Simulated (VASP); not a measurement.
Here is a VASP 6.6.1 calculation.

File INCAR:

```
SYSTEM = Ti3H
PREC = Accurate
ENCUT = 520
EDIFF = 1E-7
ISMEAR = 0
SIGMA = 0.1
LREAL = .False.
LASPH = .True.
NELM = 80
ALGO = Normal
ISIF = 2
LWAVE = .False.
LCHARG = .False.
LDIPOL = .True.
IDIPOL = 3
DIPOL = 0.5 0.5 0.359
GGA = PE
IBRION = 2
NSW = 36
EDIFFG = -0.025
```

Contents of KPOINTS:

```
Automatic mesh
0
Gamma
  10 10 1
  0 0 0
```

Contents of POSCAR:

```
Ti3H
1.0
    2.8192036097      0.0000000000      0.0000000000
   -0.9397345366      2.6579706533      0.0000000000
    0.0000000000      0.0000000000     19.8263799740
Ti H
3 1
Selective dynamics
Direct
    0.5000000000      0.5000000000      0.2017514042  F F F
    0.0000000000      0.0000000000      0.3111715134  F F F
    0.5000000000      0.5000000000      0.4199647129  F F F
    0.6666666667      0.6666666667      0.5034659092  F F T
```

Potentials or basis: VASP PAW PBE potentials, release 64 (Ti_sv, H).

Command:

```console
$ cat potpaw_PBE.64/Ti_sv/POTCAR potpaw_PBE.64/H/POTCAR > POTCAR
$ mpirun -np 1 vasp_std > vasp.out
```

Problem. Estimate the band gap on the k mesh.

Solution. Zero (an odd number of electrons rules out a gap without spin polarisation).

Problem. Estimate the energy gained by relaxing.

Solution. 0.0 meV/atom.

Final structure:
```xyz
4
Lattice="2.8192 0.0000 0.0000 -0.9397 2.6580 0.0000 0.0000 0.0000 19.8264" Properties=species:S:1:pos:R:3 pbc="T T T"
Ti    0.9397    1.3290    4.0000
Ti    0.0000    0.0000    6.1694
Ti    0.9397    1.3290    8.3264
H     1.2530    1.7720    9.9806
```
